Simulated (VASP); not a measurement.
Wanted: the native input for a VASP 6.6.1 run.

```yaml
Task: single point
Functional: PBEsol
Potentials_or_basis: VASP PAW PBE potentials, release 64 (Co, O)
Cutoff: 600 eV
k_mesh: 18 × 18 × 18
Occupations: gaussian, width 0.1 eV
Spin: collinear spin, ferromagnetic start
Starting_moments: "[2.57, 0.32] μB"
Dipole_correction: no
Further_INCAR_settings: ALGO = Normal; EDIFF = 1e-06; NBANDS = 18
```

The structure of CoO lies in POSCAR:

```
CoO
1.0
    0.0000000000      2.0189775868      2.0189775868
    2.0189775868      0.0000000000      2.0189775868
    2.0189775868      2.0189775868      0.0000000000
Co O
1 1
Direct
    0.0000000000      0.0000000000      0.0000000000
    0.5000000000      0.5000000000      0.5000000000
```

This cell differs from its parent crystal: volume scaled by 0.91.

One way to write it, as run:

INCAR

```
SYSTEM = CoO
  ALGO = Normal
  EDIFF = 1E-6
  ENCUT = 600
  GGA = PS
  GGA_COMPAT = .False.
  ISIF = 2
  ISMEAR = 0
  ISPIN = 2
  LASPH = .True.
  LCHARG = .False.
  LMAXMIX = 4
  LORBIT = 11
  LREAL = .False.
  LWAVE = .False.
  MAGMOM = 2.57 0.32
  NBANDS = 18
  NELM = 200
  PREC = Accurate
  SIGMA = 0.1
```

KPOINTS

```
k-points
0
Gamma
  18 18 18
  0 0 0
```

Potentials or basis: VASP PAW PBE potentials, release 64 (Co, O).

Run with:

```bash
$ cat potpaw_PBE.64/Co/POTCAR potpaw_PBE.64/O/POTCAR > POTCAR
$ mpirun -np 1 vasp_std > vasp.out
```

It gave:

```yaml
Pressure: 18.0 GPa
Net_moment: 2.22 μB per cell
Site_moments: Co +2.00; O +0.18 μB
Valence_electrons_inside_the_program's_atomic_spheres: Co 8.16; O 5.01
```

Caveat: the PAW data sets were made with another functional, which shifts forces and pressure a little; a cell with one magnetic atom can't hold antiferromagnetic order, which such compounds often take.

Run time: 2.2 min on 1 thread of AMD EPYC 9R14 (Zen 4), with other jobs on the host, peak memory 0.2 GiB.
